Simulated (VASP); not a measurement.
# AlGaN2 (P-4m2) in VASP: notebook

AlGaN2 is run at these levels: r2SCAN; tasks: single point.

All numbers are computed with VASP 6.6.1; they aren't measurements. Logs are shortened: lines on timing, memory, paths and dates and some standing lists are left out, and cuts for length are marked.

## (1) The cell of the first run

Symmetry: P-4m2, No. 115, tetragonal system. Conventional cell: a = 3.141 Å, b = 3.141 Å, c = 4.424 Å, α = 90.00°, β = 90.00°, γ = 90.00°. Al (site symmetry -4m2) has 4 N at 1.96 Å within 2.6 Å. Within 2.5 Å of Ga (site symmetry -4m2) lie 4 N at 1.88 Å. Within 2.5 Å of N (site symmetry 2mm) lie 2 Ga at 1.88 Å and 2 Al at 1.96 Å.

## (2) Single point, r2SCAN (mode 12 (706.6 1/cm) frozen in, largest displacement -0.120 Å)

The input, POSCAR:

```
AlGaN2
1.0
    3.1408770487      0.0000000000      0.0000000000
    0.0000000000      3.1408770487      0.0000000000
    0.0000000000      0.0000000000      4.4238379400
Al Ga N
1 1 2
Direct
    0.5000000000      0.5000000000      0.5000000000
    0.0000000000      0.0000000000      0.0000000000
    0.5000000000      0.0000000000      0.7653905776
    0.0000000000      0.5000000000      0.2346094224
```

The input, INCAR.step1:

```
PREC = Accurate ; ENCUT = 520
ISMEAR = 0 ; SIGMA = 0.05
LREAL = False ; LASPH = True
NELM = 60 ; NBANDS = 21
GGA = PE ; ALGO = Normal
EDIFF = 1E-4 ; LWAVE = True
LCHARG = False
```

The input, INCAR.step2:

```
PREC = Accurate ; ENCUT = 520
EDIFF = 1E-7 ; ISMEAR = 0
SIGMA = 0.05 ; LREAL = False
LASPH = True ; NELM = 60
ALGO = Normal ; ISIF = 2
LWAVE = False ; LCHARG = True
METAGGA = R2SCAN ; LMIXTAU = True
LELF = True ; LVHAR = True
NBANDS = 21 ; ISTART = 1
```

The input, KPOINTS:

```
Automatic mesh
0
Gamma
  8 8 6
```

Potentials or basis: VASP PAW PBE potentials, release 64 (Al, Ga_d, N).

Command:

```
$ cat potpaw_PBE.64/Al/POTCAR potpaw_PBE.64/Ga_d/POTCAR potpaw_PBE.64/N/POTCAR > POTCAR
$ cp INCAR.step1 INCAR
$ mpirun -np 1 vasp_std > vasp.out
$ cp INCAR.step2 INCAR
$ mpirun -np 1 vasp_std > vasp.out
```

OUTCAR:

```text
PREC = Accurate
   ENCUT = 520
   EDIFF = 1E-7
   ISMEAR = 0
   LREAL = False
   LASPH = True
   NELM = 60
   ISIF = 2
   METAGGA = R2SCAN
   ISTART = 1

 ion  position               nearest neighbor table
   1  0.500  0.500  0.500-   3 1.96   4 1.96   3 1.96   4 1.96   2 3.13   2 3.13   2 3.13   2 3.13
                             2 3.13   2 3.13   2 3.13   2 3.13
   2  0.000  0.000  0.000-   3 1.88   4 1.88   4 1.88   3 1.88   1 3.13   1 3.13   1 3.13   1 3.13
                             1 3.13   1 3.13   1 3.13   1 3.13
   3  0.500  0.000  0.765-   2 1.88   2 1.88   1 1.96   1 1.96
   4  0.000  0.500  0.235-   2 1.88   2 1.88   1 1.96   1 1.96

  LATTYP: Found a simple tetragonal cell.
 ALAT       =     3.1408770487
 C/A-ratio  =     1.4084721788

  Lattice vectors:

 A1 = (   3.1408770487,   0.0000000000,   0.0000000000)
 A2 = (   0.0000000000,   3.1408770487,   0.0000000000)
 A3 = (   0.0000000000,   0.0000000000,   4.4238379400)

Analysis of symmetry for initial positions (statically):
=====================================================================
 Subroutine PRICEL returns:
 Original cell was already a primitive cell.

 Routine SETGRP: Setting up the symmetry group for a
 simple tetragonal supercell.

 Subroutine GETGRP returns: Found  8 space group operations
 (whereof  8 operations were pure point group operations)
 out of a pool of 16 trial point group operations.

The static configuration has the point symmetry D_2d.

Analysis of symmetry for dynamics (positions and initial velocities):
=====================================================================
 Subroutine PRICEL returns:
 Original cell was already a primitive cell.

 Routine SETGRP: Setting up the symmetry group for a
 simple tetragonal supercell.

 Subroutine GETGRP returns: Found  8 space group operations
 (whereof  8 operations were pure point group operations)
 out of a pool of 16 trial point group operations.

The dynamic configuration has the point symmetry D_2d.

 Subroutine INISYM returns: Found  8 space group operations
 (whereof  8 operations are pure point group operations),
 and found     1 'primitive' translations

----------------------------------------------------------------------------------------

                                     Primitive cell

  volume of cell :      43.6416

  direct lattice vectors                    reciprocal lattice vectors
     3.140877049  0.000000000  0.000000000     0.318382409  0.000000000  0.000000000
     0.000000000  3.140877049  0.000000000     0.000000000  0.318382409  0.000000000
     0.000000000  0.000000000  4.423837940     0.000000000  0.000000000  0.226048064

  length of vectors
     3.140877049  3.140877049  4.423837940     0.318382409  0.318382409  0.226048064

  position of ions in fractional coordinates (direct lattice)
     0.500000000  0.500000000  0.500000000
     0.000000000  0.000000000  0.000000000
     0.500000000  0.000000000  0.765390578
     0.000000000  0.500000000  0.234609422

  ion indices of the primitive-cell ions
   primitive index   ion index
                 1           1
                 2           2
                 3           3
                 4           4

----------------------------------------------------------------------------------------

 KPOINTS: Automatic mesh

Automatic generation of k-mesh.
 Grid dimensions read from file:
 generate k-points for:    8    8    6

 Generating k-lattice:

  Cartesian coordinates                     Fractional coordinates (reciprocal lattice)
     0.039797801  0.000000000  0.000000000     0.125000000  0.000000000  0.000000000
     0.000000000  0.039797801  0.000000000     0.000000000  0.125000000  0.000000000
     0.000000000  0.000000000  0.037674677     0.000000000  0.000000000  0.166666667

  Length of vectors
     0.039797801  0.039797801  0.037674677

  Shift w.r.t. Gamma in fractional coordinates (k-lattice)
     0.000000000  0.000000000  0.000000000

 Subroutine IBZKPT returns following result:
 ===========================================

 Found     60 irreducible k-points:

 Following reciprocal coordinates:
            Coordinates               Weight
  0.000000  0.000000  0.000000      1.000000
  0.125000  0.000000  0.000000      4.000000
  0.250000  0.000000  0.000000      4.000000
  0.375000  0.000000  0.000000      4.000000
  0.500000  0.000000  0.000000      2.000000
  0.125000  0.125000  0.000000      4.000000
[... 16 lines left out ...]
  0.375000  0.125000  0.166667     16.000000
  0.500000  0.125000  0.166667      8.000000
 [... further k-points ...]
   k-points           NKPTS =     60   k-points in BZ     NKDIM =     60   number of bands    NBANDS=     21
   number of dos      NEDOS =    301   number of ions     NIONS =      4
   total plane-waves  NPLWV =  20736
   dimension x,y,z NGX =    24 NGY =   24 NGZ =   36
   dimension x,y,z NGXF=    48 NGYF=   48 NGZF=   72
   ions per type =               1   1   2
   NGX,Y,Z   is equivalent  to a cutoff of  12.70, 12.70, 13.53 a.u.
   NGXF,Y,Z  is equivalent  to a cutoff of  25.41, 25.41, 27.06 a.u.
 SYSTEM =  unknown system
   PREC   = accura    normal or accurate (medium, high low for compatibility)
   ISTART =      1    job   : 0-new  1-cont  2-samecut
   ICHARG =      0    charge: 1-file 2-atom 10-const
   ISPIN  =      1    spin polarized calculation?
   LNONCOLLINEAR =      F non collinear calculations
   LSORBIT =      F    spin-orbit coupling
   LASPH  =      T    aspherical Exc in radial PAW
   ENCUT  =  520.0 eV  38.22 Ry    6.18 a.u.   5.84  5.84  8.23*2*pi/ulx,y,z
   NELM   =     60;   NELMIN=  2; NELMDL=  0     # of ELM steps
   EDIFF  = 0.1E-06   stopping-criterion for ELM
   LREAL  =      F    real-space projection
   EDIFFG = 0.1E-05   stopping-criterion for IOM
   NSW    =      0    number of steps for IOM
   IBRION =     -1    ionic relax: 0-MD 1-quasi-New 2-CG
   NFREE  =      0    steps in history (QN), initial steepest desc. (CG)
   ISIF   =      2    stress and relaxation
   ISYM   =      2    0-nonsym 1-usesym 2-fastsym
   POTIM  = 0.5000    time-step for ionic-motion
   TEBEG  =    0.0;   TEEND  =   0.0 temperature during run
   PSTRESS=    0.0 pullay stress
   NELECT =      26.0000    total number of electrons
   NUPDOWN=      -1.0000    fix difference up-down
   EMIN   =  10.00;   EMAX   =-10.00  energy-range for DOS
   EFERMI =   0.00;   METHOD = LEGACY
   ISMEAR =     0;   SIGMA  =   0.05  broadening in eV -4-tet -1-fermi 0-gaus
   EFERMI_NEDOS =   21; number of points for ismear=-14 and -15
   IALGO  =     38    algorithm
   IMIX   =      4    mixing-type and parameters
     AMIX     =   0.40;   BMIX     =  1.00
     AMIX_MAG =   1.60;   BMIX_MAG =  1.00
  volume/ion in A,a.u.               =      10.91        73.63
  Fermi-wavevector in a.u.,A,eV,Ry     =   1.377523  2.603141 25.818009  1.897570
  Thomas-Fermi vector in A             =   2.502669
   LORBIT       =      0    0 simple, 1 ext, 2 COOP (PROOUT), +10 PAW based schemes
   METAGGA = R2SCAN    functional components
   LHFCALC =     F    Hartree Fock is set to
   AEXX    =    0.0000 exact exchange contribution
   IVDW    =     0    specifies the selected vdW correction
   LEPSILON=     F    determine dielectric tensor
   LRPA    =     F    only Hartree local field effects (RPA)
 non-spin polarized calculation
 Gauss-broadening in eV      SIGMA  =   0.05
  energy-cutoff  :      520.00
  volume of cell :       43.64
 maximum number of plane-waves:      1208
 NGX is ok and might be reduce to    24
   NGX = 11   NGY = 11   NGZ = 17

 number of electron      25.9999980 magnetization

 Free energy of the ion-electron system (eV)
  ---------------------------------------------------
  ext. energy  EPLUGINS =         0.00000000
  ---------------------------------------------------
  free energy    TOTEN  =       -40.70137747 eV

  energy without entropy =      -40.70137747  energy(sigma->0) =      -40.70137747

 E-fermi :   5.7698     XC(G=0): -12.0616

 val. band max:        5.5510789534   @ k =   0.0000   0.0000   0.0000
 cond. band min:       8.8474218534   @ k =   0.0000   0.0000   0.0000
 fundamental gap:      3.2963429000
 Fermi energy:         5.7697640178

 k-point     1 :       0.0000    0.0000    0.0000
  band No.  band energies     occupation
      1     -10.9569      2.00000
      2      -9.4255      2.00000
      3      -7.7263      2.00000
      4      -7.7263      2.00000
      5      -7.6275      2.00000
      6      -7.3862      2.00000
[... 13 lines left out ...]
     20      18.8131      0.00000
     21      21.4768      0.00000

 k-point     2 :       0.1250    0.0000    0.0000
  band No.  band energies     occupation
      1     -10.8235      2.00000
      2      -9.4215      2.00000
      3      -7.7232      2.00000
      4      -7.7202      2.00000
      5      -7.6094      2.00000
      6      -7.3997      2.00000
[... 13 lines left out ...]
     20      18.6717      0.00000
     21      21.0159      0.00000

 k-point     3 :       0.2500    0.0000    0.0000
  band No.  band energies     occupation
      1     -10.4668      2.00000
      2      -9.4278      2.00000
      3      -7.7155      2.00000
      4      -7.6682      2.00000
      5      -7.5465      2.00000
      6      -7.4322      2.00000
[... 13 lines left out ...]
     20      18.3927      0.00000
     21      19.9846      0.00000

 k-point     4 :       0.3750    0.0000    0.0000
  band No.  band energies     occupation
      1     -10.0222      2.00000
      2      -9.4892      2.00000
      3      -7.7076      2.00000
      4      -7.5937      2.00000
      5      -7.4643      2.00000
      6      -7.3448      2.00000
[... 13 lines left out ...]
     20      18.1040      0.00000
     21      18.9938      0.00000

 k-point     5 :       0.5000    0.0000    0.0000
  band No.  band energies     occupation
      1      -9.6955      2.00000
      2      -9.6459      2.00000
      3      -7.7042      2.00000
      4      -7.5696      2.00000
      5      -7.4775      2.00000
      6      -7.0316      2.00000
[... 13 lines left out ...]
     20      18.0720      0.00000
     21      18.5399      0.00000

 k-point     6 :       0.1250    0.1250    0.0000
  band No.  band energies     occupation
      1     -10.6947      2.00000
      2      -9.4140      2.00000
      3      -7.7369      2.00000
      4      -7.6900      2.00000
      5      -7.5932      2.00000
      6      -7.4136      2.00000
[... 13 lines left out ...]
     20      18.4285      0.00000
     21      19.5773      0.00000

 k-point     7 :       0.2500    0.1250    0.0000
  band No.  band energies     occupation
      1     -10.3526      2.00000
      2      -9.4104      2.00000
      3      -7.7261      2.00000
      4      -7.6284      2.00000
      5      -7.5339      2.00000
      6      -7.4428      2.00000
[... 13 lines left out ...]
     20      18.5263      0.00000
     21      18.7410      0.00000
[... 291 lines left out ...]
      1      -9.6980      2.00000
      2      -9.6278      2.00000
      3      -7.7056      2.00000
      4      -7.5563      2.00000
      5      -7.4773      2.00000
      6      -7.0226      2.00000
[... 13 lines left out ...]
     20      17.7667      0.00000
     21      17.8088      0.00000

 k-point    21 :       0.1250    0.1250    0.1667
  band No.  band energies     occupation
      1     -10.5929      2.00000
      2      -9.4699      2.00000
      3      -7.7409      2.00000
      4      -7.6815      2.00000
      5      -7.5883      2.00000
      6      -7.4135      2.00000
[... 13 lines left out ...]
     20      18.0239      0.00000
     21      19.6825      0.00000

 k-point    22 :       0.2500    0.1250    0.1667
  band No.  band energies     occupation
      1     -10.2722      2.00000
      2      -9.4512      2.00000
      3      -7.7289      2.00000
      4      -7.6058      2.00000
      5      -7.5333      2.00000
      6      -7.4421      2.00000
[... 13 lines left out ...]
     20      18.1730      0.00000
     21      19.1531      0.00000

 k-point    23 :       0.3750    0.1250    0.1667
  band No.  band energies     occupation
      1      -9.8920      2.00000
      2      -9.4758      2.00000
      3      -7.7106      2.00000
      4      -7.5500      2.00000
      5      -7.4918      2.00000
      6      -7.2715      2.00000
[... 13 lines left out ...]
     20      18.3557      0.00000
     21      18.8554      0.00000

 k-point    24 :       0.5000    0.1250    0.1667
  band No.  band energies     occupation
      1      -9.6451      2.00000
      2      -9.5714      2.00000
      3      -7.7039      2.00000
      4      -7.5337      2.00000
      5      -7.5043      2.00000
      6      -6.9537      2.00000
[... 13 lines left out ...]
     20      18.4131      0.00000
     21      18.6330      0.00000

 [... further k-points ...]

------------------------ aborting loop because EDIFF is reached ----------------------------------------

  FORCE on cell =-STRESS in cart. coord.  units (eV):
  Direction    XX          YY          ZZ          XY          YZ          ZX
  --------------------------------------------------------------------------------------
  -------------------------------------------------------------------------------------
  Total        0.8345521      0.8345521      0.3115339      0.0000000      0.0000000      0.0000000
  in kB       30.6381784     30.6381784     11.4370721      0.0000000      0.0000000      0.0000000
  external PRESSURE =      24.2378096 kB  Pullay stress =       0.0000000 kB

 VOLUME and BASIS-vectors are now :
 -----------------------------------------------------------------------------
  energy-cutoff  :      520.00
  volume of cell :       43.64
      direct lattice vectors                 reciprocal lattice vectors
     3.140877049  0.000000000  0.000000000     0.318382409  0.000000000  0.000000000
     0.000000000  3.140877049  0.000000000     0.000000000  0.318382409  0.000000000
     0.000000000  0.000000000  4.423837940     0.000000000  0.000000000  0.226048064

 POSITION                                       TOTAL-FORCE (eV/Angst)
 -----------------------------------------------------------------------------------
      1.57044      1.57044      2.21192        -0.000000     -0.000000      0.000000
      0.00000      0.00000      0.00000        -0.000000      0.000000      0.000000
      1.57044      0.00000      3.38596        -0.000000      0.000000     -3.121619
      0.00000      1.57044      1.03787         0.000000      0.000000      3.121619
 -----------------------------------------------------------------------------------
    total drift:                                0.000000      0.000000     -0.000000

  FREE ENERGIE OF THE ION-ELECTRON SYSTEM (eV)
  ---------------------------------------------------
  free  energy   TOTEN  =       -40.7013774747 eV

  energy  without entropy=      -40.7013774747  energy(sigma->0) =      -40.70137747
```

It took 2.1 min on 1 thread of AMD EPYC 9R45 (Zen 5), shared host; peak memory 0.17 GiB.

What came out:

* Free energy: -40.7014 eV
* Pressure: 2.4 GPa
* Largest force: 3.122 eV/Å
* Band gap on the k mesh: 3.30 eV, direct

Forces on the atoms (eV/Å):
```
Al   0.000  0.000  0.000
Ga   0.000  0.000  0.000
N    0.000  0.000 -3.122
N    0.000  0.000  3.122
```

Caveat: the cell differs from its parent crystal (mode 12 (706.6 1/cm) frozen in, largest displacement -0.120 Å); the PAW data sets were made with another functional, which shifts forces and pressure a little.

(Continued in part 2 of 3.)
